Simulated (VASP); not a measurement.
Input of a VASP 6.6.1 run:

The input POSCAR:

```
Ti
1.0
    0.0000000000      1.9995500000      1.9995500000
    1.9995500000      0.0000000000      1.9995500000
    1.9995500000      1.9995500000      0.0000000000
Ti
1
Direct
    0.0000000000      0.0000000000      0.0000000000
```

Contents of INCAR.step1:

```
ALGO = Normal
EDIFF = 1E-4
ENCUT = 520
GGA = PE
ISMEAR = 0
LASPH = True
LCHARG = False
LREAL = False
LWAVE = True
NBANDS = 12
NELM = 60
PREC = Accurate
SIGMA = 0.15
```

The input INCAR.step2:

```
ALGO = Normal
EDIFF = 1E-7
ENCUT = 520
ISIF = 2
ISMEAR = 0
ISTART = 1
LASPH = True
LCHARG = False
LMIXTAU = True
LREAL = False
LWAVE = False
METAGGA = R2SCAN
NBANDS = 12
NELM = 60
PREC = Accurate
SIGMA = 0.15
```

The input KPOINTS:

```
k-points
0
Gamma
  20 20 20
```

Potentials or basis: VASP PAW PBE potentials, release 64 (Ti_sv).

Launch:

```sh
$ cat potpaw_PBE.64/Ti_sv/POTCAR > POTCAR
$ cp INCAR.step1 INCAR
$ mpirun -np 1 vasp_std > vasp.out
$ cp INCAR.step2 INCAR
$ mpirun -np 1 vasp_std > vasp.out
```

Task: Predict the band gap on the k mesh.

Result: Zero (band 6 reaches 10.21 eV, above the bottom of band 7 at 8.70 eV).

Task: Predict the pressure.

Result: 11.0 GPa.

Caveat: the cell differs from its parent crystal (strain -0.015 along x and y, -0.015 along z); the PAW data sets were made with another functional, which shifts forces and pressure a little.
